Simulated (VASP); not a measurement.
# P (P3_121) in VASP: a series of runs

The runs below take P through single point, relaxation of cell and atoms, with PBE.

Program: VASP 6.6.1. These are calculated values, not measurements. Logs are shortened: lines on timing, memory, paths and dates and some standing lists are left out, and cuts for length are marked.

## (1) The cell of the first run

It takes space group P3_121 (No. 152, trigonal). The conventional cell has a = 2.986 Å, b = 2.986 Å, c = 14.786 Å, α = 90.00°, β = 90.00°, γ = 120.00°. Within 3.9 Å of P (site symmetry 1) lie 12 P at 2.95 to 3.05 Å.

## (2) Single point, PBE

INCAR reads:

```
PREC     = Accurate       # precision mode
ENCUT    = 520            # plane-wave cutoff, eV
EDIFF    = 1E-6           # SCF threshold, eV
ISMEAR   = 0              # smearing method
SIGMA    = 0.1            # smearing width, eV
LREAL    = False          # projectors in reciprocal space
LASPH    = True           # aspherical terms in the spheres
NELM     = 60             # most SCF steps
ALGO     = Normal         # electronic algorithm
ISIF     = 2              # what is computed and relaxed
LWAVE    = False          # write WAVECAR
LCHARG   = True           # write CHGCAR
GGA      = PE             # functional
LELF     = True           # ELF
LVHAR    = True         
NBANDS   = 24             # bands
```

KPOINTS reads:

```
Automatic mesh
0
Gamma
  6 6 2
```

POSCAR reads:

```
P
1.0
    2.9859515000      0.0000000000      0.0000000000
   -1.4929757500      2.5859098600      0.0000000000
    0.0000000000      0.0000000000     14.7861985100
P
6
Direct
    0.9921810300      0.6802400100      0.9164750000
    0.3197599900      0.3119410300      0.2498083300
    0.6880589700      0.0078189700      0.5831416600
    0.0078189700      0.6880589700      0.4168583400
    0.6802400100      0.9921810300      0.0835250000
    0.3119410300      0.3197599900      0.7501916700
```

Potentials or basis: VASP PAW PBE potentials, release 64 (P).

Launch:

```
$ cat potpaw_PBE.64/P/POTCAR > POTCAR
$ mpirun -np 1 vasp_std > vasp.out
```

OUTCAR:

```text
PREC = Accurate
   ENCUT = 520
   EDIFF = 1E-6
   ISMEAR = 0
   LREAL = False
   LASPH = True
   NELM = 60
   ISIF = 2
   GGA = PE

 ion  position               nearest neighbor table
   1  0.992  0.680  0.916-   5 2.95
   2  0.320  0.312  0.250-   4 2.95
   3  0.688  0.008  0.583-   6 2.95
   4  0.008  0.688  0.417-   2 2.95
   5  0.680  0.992  0.084-   1 2.95
   6  0.312  0.320  0.750-   3 2.95

  LATTYP: Found a hexagonal cell.
 ALAT       =     2.9859515000
 C/A-ratio  =     4.9519218614

  Lattice vectors:

 A1 = (   2.9859515000,   0.0000000000,   0.0000000000)
 A2 = (  -1.4929757500,   2.5859098600,   0.0000000000)
 A3 = (   0.0000000000,   0.0000000000,  14.7861985100)

Analysis of symmetry for initial positions (statically):
=====================================================================
 Subroutine PRICEL returns:
 Original cell was already a primitive cell.

 Routine SETGRP: Setting up the symmetry group for a
 hexagonal supercell.

 Subroutine GETGRP returns: Found  6 space group operations
 (whereof  2 operations were pure point group operations)
 out of a pool of 24 trial point group operations.

The static configuration has the point symmetry C_2 .
 The point group associated with its full space group is D_3 .

Analysis of symmetry for dynamics (positions and initial velocities):
=====================================================================
 Subroutine PRICEL returns:
 Original cell was already a primitive cell.

 Routine SETGRP: Setting up the symmetry group for a
 hexagonal supercell.

 Subroutine GETGRP returns: Found  6 space group operations
 (whereof  2 operations were pure point group operations)
 out of a pool of 24 trial point group operations.

The dynamic configuration has the point symmetry C_2 .
 The point group associated with its full space group is D_3 .

 Subroutine INISYM returns: Found  6 space group operations
 (whereof  2 operations are pure point group operations),
 and found     1 'primitive' translations

----------------------------------------------------------------------------------------

                                     Primitive cell
[... 85 lines left out ...]
   LASPH  =      T    aspherical Exc in radial PAW
   ENCUT  =  520.0 eV  38.22 Ry    6.18 a.u.   5.55  5.55 27.49*2*pi/ulx,y,z
   NELM   =     60;   NELMIN=  2; NELMDL= -5     # of ELM steps
   EDIFF  = 0.1E-05   stopping-criterion for ELM
   LREAL  =      F    real-space projection
   EDIFFG = 0.1E-04   stopping-criterion for IOM
   NSW    =      0    number of steps for IOM
   IBRION =     -1    ionic relax: 0-MD 1-quasi-New 2-CG
   NFREE  =      0    steps in history (QN), initial steepest desc. (CG)
   ISIF   =      2    stress and relaxation
   ISYM   =      2    0-nonsym 1-usesym 2-fastsym
   POTIM  = 0.5000    time-step for ionic-motion
   TEBEG  =    0.0;   TEEND  =   0.0 temperature during run
   PSTRESS=    0.0 pullay stress
   NELECT =      30.0000    total number of electrons
   NUPDOWN=      -1.0000    fix difference up-down
   EMIN   =  10.00;   EMAX   =-10.00  energy-range for DOS
   EFERMI =   0.00;   METHOD = LEGACY
   ISMEAR =     0;   SIGMA  =   0.10  broadening in eV -4-tet -1-fermi 0-gaus
   EFERMI_NEDOS =   21; number of points for ismear=-14 and -15
   IALGO  =     38    algorithm
   IMIX   =      4    mixing-type and parameters
     AMIX     =   0.40;   BMIX     =  1.00
     AMIX_MAG =   1.60;   BMIX_MAG =  1.00
  volume/ion in A,a.u.               =      19.03       128.41
  Fermi-wavevector in a.u.,A,eV,Ry     =   1.048571  1.981511 14.959611  1.099500
  Thomas-Fermi vector in A             =   2.183498
   LORBIT       =      0    0 simple, 1 ext, 2 COOP (PROOUT), +10 PAW based schemes
   GGA     = PE    functional components
   LHFCALC =     F    Hartree Fock is set to
   AEXX    =    0.0000 exact exchange contribution
   IVDW    =     0    specifies the selected vdW correction
   LEPSILON=     F    determine dielectric tensor
   LRPA    =     F    only Hartree local field effects (RPA)
 non-spin polarized calculation
 Gauss-broadening in eV      SIGMA  =   0.10
  energy-cutoff  :      520.00
  volume of cell :      114.17
 maximum number of plane-waves:      3127
 NGX is ok and might be reduce to    24
   NGX = 11   NGY = 11   NGZ = 55

 number of electron      29.9999999 magnetization

 Free energy of the ion-electron system (eV)
  ---------------------------------------------------
  ext. energy  EPLUGINS =         0.00000000
  ---------------------------------------------------
  free energy    TOTEN  =       -25.90584420 eV

  energy without entropy =      -25.89497081  energy(sigma->0) =      -25.90040750

 E-fermi :   6.5348     XC(G=0): -10.3220

 val. band max:        6.2617244587   @ k =   0.3333   0.3333   0.0000
 cond. band min:       6.6147125831   @ k =   0.1667   0.1667   0.5000
 fundamental gap:      0.3529881243
 Fermi energy:         6.5348378162

 k-point     1 :       0.0000    0.0000    0.0000
  band No.  band energies     occupation
      1      -7.5421      2.00000
      2      -6.9406      2.00000
      3      -6.9406      2.00000
      4      -5.2288      2.00000
      5      -5.2288      2.00000
      6      -3.5319      2.00000
[... 367 lines left out ...]
     23       7.4408      0.00000
     24       7.4581      0.00000

------------------------ aborting loop because EDIFF is reached ----------------------------------------

  FORCE on cell =-STRESS in cart. coord.  units (eV):
  Direction    XX          YY          ZZ          XY          YZ          ZX
  --------------------------------------------------------------------------------------
  -------------------------------------------------------------------------------------
  Total      -11.2947297    -11.2947297     -9.9411015      0.0000000      0.0000000     -0.0000000
  in kB     -158.5016399   -158.5016407   -139.5058523      0.0000000      0.0000000     -0.0000000
  external PRESSURE =    -152.1697110 kB  Pullay stress =       0.0000000 kB

 VOLUME and BASIS-vectors are now :
 -----------------------------------------------------------------------------
  energy-cutoff  :      520.00
  volume of cell :      114.17
      direct lattice vectors                 reciprocal lattice vectors
     2.985951500  0.000000000  0.000000000     0.334901622  0.193355541  0.000000000
    -1.492975750  2.585909860  0.000000000     0.000000000  0.386711082  0.000000000
     0.000000000  0.000000000 14.786198510     0.000000000  0.000000000  0.067630635

 POSITION                                       TOTAL-FORCE (eV/Angst)
 -----------------------------------------------------------------------------------
      1.94702      1.75904     13.55118        -0.078902      0.111231     -0.025274
      0.48907      0.80665      3.69372        -0.056878     -0.123947     -0.025274
      2.04284      0.02022      8.62245         0.135780      0.012716     -0.025274
     -1.00391      1.77926      6.16375        -0.056878      0.123947      0.025274
      0.54986      2.56569      1.23502         0.135780     -0.012716      0.025274
      0.45405      0.82687     11.09248        -0.078902     -0.111231      0.025274
 -----------------------------------------------------------------------------------
    total drift:                               -0.000005      0.000006     -0.000004

  FREE ENERGIE OF THE ION-ELECTRON SYSTEM (eV)
  ---------------------------------------------------
  free  energy   TOTEN  =       -25.9058441975 eV

  energy  without entropy=      -25.8949708116  energy(sigma->0) =      -25.90040750
```

stdout:

```text
POSCAR found type information on POSCAR P
 POSCAR found :  1 types and       6 ions
 scaLAPACK will be used
 LDA part: xc-table for (Slater+PW92), standard interpolation
 POSCAR, INCAR and KPOINTS ok, starting setup
 FFT: planning ... GRIDC
 FFT: planning ... GRID_SOFT
 FFT: planning ... GRID
 WAVECAR not read
 entering main loop
```

Wall time 49 s (1 thread of Intel Xeon 8259CL, shared host); peak memory 0.24 GiB.

What came out:

```
Free energy            : -25.9058 eV
Pressure               : -15.2 GPa
Largest force          : 0.139 eV/Å
Band gap on the k mesh : zero (bands 15 and 16 overlap by 6.13 eV)
```

Forces on the atoms (eV/Å):
```
P   -0.079  0.111 -0.025
P   -0.057 -0.124 -0.025
P    0.136  0.013 -0.025
P   -0.057  0.124  0.025
P    0.136 -0.013  0.025
P   -0.079 -0.111  0.025
```

Levels at points of the mesh, in eV from the Fermi level:
```csv
k point,band 11,band 12,band 13,band 14,band 15,band 16,band 17,band 18
"(0.00, 0.00, 0.00)",1.18,3.18,3.18,3.30,3.42,3.42,3.53,3.92
"(0.50, 0.00, 0.00)",-4.14,-3.98,-1.77,-1.43,0.13,0.32,0.46,0.69
"(0.00, 0.00, 0.50)",3.22,3.22,3.22,3.27,3.32,3.32,3.67,3.67
"(0.50, 0.00, 0.50)",-4.41,-4.40,-1.08,-1.06,-0.61,-0.52,0.45,0.46
```

Caveat: the k points lie up to 0.40 Å⁻¹ apart, too coarse for converged energies and pressures of a metal.

## (3) Relaxation of cell and atoms, PBE

INCAR reads:

```
SYSTEM = P
PREC = Accurate
ENCUT = 600
EDIFF = 1E-6
ISMEAR = 0
SIGMA = 0.1
LREAL = .FALSE.
LASPH = .TRUE.
NELM = 80
ALGO = Normal
ISIF = 3
LWAVE = .FALSE.
LCHARG = .FALSE.
GGA = PE
IBRION = 2
NSW = 90
EDIFFG = -0.04
```

KPOINTS reads:

```
Automatic mesh
0
G
  6 6 2
  0 0 0
```

POSCAR is that of step 2.

Potentials or basis: VASP PAW PBE potentials, release 64 (P).

Launch:

```
$ cat potpaw_PBE.64/P/POTCAR > POTCAR
$ mpirun -np 1 vasp_std > vasp.out
```

OUTCAR:

```text
SYSTEM = P
   PREC = Accurate
   ENCUT = 600
   EDIFF = 1E-6
   ISMEAR = 0
   LREAL = .FALSE.
   LASPH = .TRUE.
   NELM = 80
   ISIF = 3
   GGA = PE
   IBRION = 2
   NSW = 90
   EDIFFG = -0.04

 ion  position               nearest neighbor table
   1  0.992  0.680  0.916-   5 2.95
   2  0.320  0.312  0.250-   4 2.95
   3  0.688  0.008  0.583-   6 2.95
   4  0.008  0.688  0.417-   2 2.95
   5  0.680  0.992  0.084-   1 2.95
   6  0.312  0.320  0.750-   3 2.95

  LATTYP: Found a hexagonal cell.
 ALAT       =     2.9859515000
 C/A-ratio  =     4.9519218614

  Lattice vectors:

 A1 = (   2.9859515000,   0.0000000000,   0.0000000000)
 A2 = (  -1.4929757500,   2.5859098600,   0.0000000000)
 A3 = (   0.0000000000,   0.0000000000,  14.7861985100)

Analysis of symmetry for initial positions (statically):
=====================================================================
 Subroutine PRICEL returns:
 Original cell was already a primitive cell.

 Routine SETGRP: Setting up the symmetry group for a
 hexagonal supercell.

 Subroutine GETGRP returns: Found  6 space group operations
 (whereof  2 operations were pure point group operations)
 out of a pool of 24 trial point group operations.

The static configuration has the point symmetry C_2 .
 The point group associated with its full space group is D_3 .

Analysis of symmetry for dynamics (positions and initial velocities):
=====================================================================
 Subroutine PRICEL returns:
[... 270 lines left out ...]
  ---------------------------------------------------
  free  energy   TOTEN  =       -27.5108587092 eV

  energy  without entropy=      -27.5012123901  energy(sigma->0) =      -27.50603555

 E-fermi :   9.9364     XC(G=0): -11.3285

 val. band max:        9.8746529556   @ k =   0.1667   0.1667   0.0000
 cond. band min:       9.9842403178   @ k =   0.1667   0.1667   0.5000
 fundamental gap:      0.1095873622
 Fermi energy:         9.9363989209

 k-point     1 :       0.0000    0.0000    0.0000
  band No.  band energies     occupation
      1      -6.8472      2.00000
      2      -6.2963      2.00000
      3      -6.2963      2.00000
      4      -4.2815      2.00000
      5      -4.2815      2.00000
      6      -2.5769      2.00000
[... 285 lines left out ...]
      6       3.6692      2.00000
[... 11 lines left out ...]
     18       6.4646      2.00000
     19       7.6123      2.00000

[... ionic steps 4 to 54 ...]

--------------------------------------- Ionic step       55  -------------------------------------------

 number of electron      30.0000002 magnetization

------------------------ aborting loop because EDIFF is reached ----------------------------------------
[... 75 lines left out ...]
--------------------------------------- Ionic step       57  -------------------------------------------

 number of electron      30.0000002 magnetization

 Free energy of the ion-electron system (eV)
  ---------------------------------------------------
  ext. energy  EPLUGINS =         0.00000000
  ---------------------------------------------------
  free energy    TOTEN  =       -29.54662637 eV

  energy without entropy =      -29.53550017  energy(sigma->0) =      -29.54106327

 E-fermi :  10.4072     XC(G=0): -11.4658

 val. band max:       10.3321959336   @ k =   0.1667   0.1667   0.0000
 cond. band min:      10.4638160173   @ k =   0.1667   0.1667   0.5000
 fundamental gap:      0.1316200837
 Fermi energy:        10.4072243318

 k-point     1 :       0.0000    0.0000    0.0000
  band No.  band energies     occupation
      1      -6.6494      2.00000
      2      -6.0233      2.00000
      3      -6.0233      2.00000
      4      -4.2270      2.00000
      5      -4.2270      2.00000
      6      -2.3866      2.00000
[... 330 lines left out ...]
  FREE ENERGIE OF THE ION-ELECTRON SYSTEM (eV)
  ---------------------------------------------------
  free  energy   TOTEN  =       -29.5466263727 eV

  energy  without entropy=      -29.5355001657  energy(sigma->0) =      -29.54106327

 reached required accuracy - stopping structural energy minimisation
```

Wall time 31 min (1 thread of Intel Xeon 8259CL, shared host); peak memory 0.26 GiB.

What came out:

```yaml
Free_energy: -29.5466 eV
Relaxed_volume: 14.26 Å³/atom
Relaxed_cell: a = 2.595 Å, b = 2.595 Å, c = 14.677 Å, α = 90.00°, β = 90.00°, γ = 120.00°
Space_group_after_relaxing_to_0.1_Å: P6/mmm (No. 191)
Energy_gained_by_relaxing: 606.7 meV/atom
Ionic_steps: 57
Pressure_after_relaxing: 0.1 GPa
Largest_force_after_relaxing: 0.038 eV/Å
```

Forces on the atoms (eV/Å):
```
P    0.009  0.012 -0.035
P   -0.015  0.002 -0.035
P    0.005 -0.014 -0.035
P   -0.015 -0.002  0.035
P    0.005  0.014  0.035
P    0.009 -0.012  0.035
```

Step by step:
| step | energy change (eV) | largest force (eV/Å) | pressure (GPa) | volume (Å³) |
| --- | --- | --- | --- | --- |
| 1 | 0.0000 | 0.1389 | -15.20 | 114.17 |
| 3 | -1.6042 | 0.1724 | 0.02 | 87.07 |
| 5 | -1.6351 | 0.2256 | 0.21 | 86.84 |
| 7 | -1.6369 | 0.2946 | 1.24 | 86.46 |
| 9 | -1.6494 | 0.3176 | 1.21 | 86.48 |
| 11 | -1.7203 | 0.3946 | 1.12 | 86.56 |
| 13 | -1.9786 | 0.6894 | 5.20 | 86.81 |
| 15 | -1.9970 | 0.4672 | 3.90 | 86.77 |
| 17 | -2.2007 | 0.6134 | 0.52 | 91.26 |
| 19 | -2.4394 | 0.5590 | -4.31 | 99.00 |
| 21 | -2.6239 | 0.4587 | -11.64 | 103.88 |
| 23 | -2.9973 | 0.3159 | -9.26 | 101.55 |
| 25 | -3.3212 | 0.2225 | -0.48 | 88.79 |
| 27 | -3.4580 | 0.1442 | -3.62 | 91.58 |
| 29 | -3.5390 | 0.1676 | -2.83 | 90.60 |
| 31 | -3.5539 | 0.1798 | 0.10 | 87.69 |
| 33 | -3.5595 | 0.1528 | -0.71 | 88.30 |
| 35 | -3.5663 | 0.1428 | -0.52 | 88.03 |
| 37 | -3.5770 | 0.2406 | 1.43 | 86.34 |
| 39 | -3.5881 | 0.0972 | 1.74 | 85.57 |
| 41 | -3.6035 | 0.1114 | 0.98 | 86.22 |
| 43 | -3.6170 | 0.0481 | -0.89 | 87.41 |
| 45 | -3.6250 | 0.1001 | -0.58 | 86.49 |
| 47 | -3.6300 | 0.0843 | 0.45 | 85.37 |
| 49 | -3.6341 | 0.0504 | 0.29 | 85.45 |
| 51 | -3.6356 | 0.0417 | -0.33 | 85.98 |
| 53 | -3.6376 | 0.0478 | 0.13 | 85.58 |
| 55 | -3.6392 | 0.0460 | 0.25 | 85.46 |
| 57 | -3.6399 | 0.0381 | 0.14 | 85.56 |

Final structure:
```cif
data_structure
_symmetry_space_group_name_H-M 'P 1'
_symmetry_Int_Tables_number 1
_cell_length_a 2.5946
_cell_length_b 2.5946
_cell_length_c 14.6768
_cell_angle_alpha 90.000
_cell_angle_beta 90.000
_cell_angle_gamma 120.000
_cell_volume 85.56
loop_
_atom_site_label
_atom_site_type_symbol
_atom_site_fract_x
_atom_site_fract_y
_atom_site_fract_z
_atom_site_occupancy
P1 P 0.99271 0.99531 0.91697 1
P2 P 0.00469 0.99740 0.25031 1
P3 P 0.00260 0.00729 0.58364 1
P4 P 0.00729 0.00260 0.41636 1
P5 P 0.99531 0.99271 0.08303 1
P6 P 0.99740 0.00469 0.74969 1
```

Caveat: the k points lie up to 0.47 Å⁻¹ apart in the final cell; the volume moved by over 15 % at a fixed basis, so the end points are rough; the highest band is partly filled, so the run has too few bands.
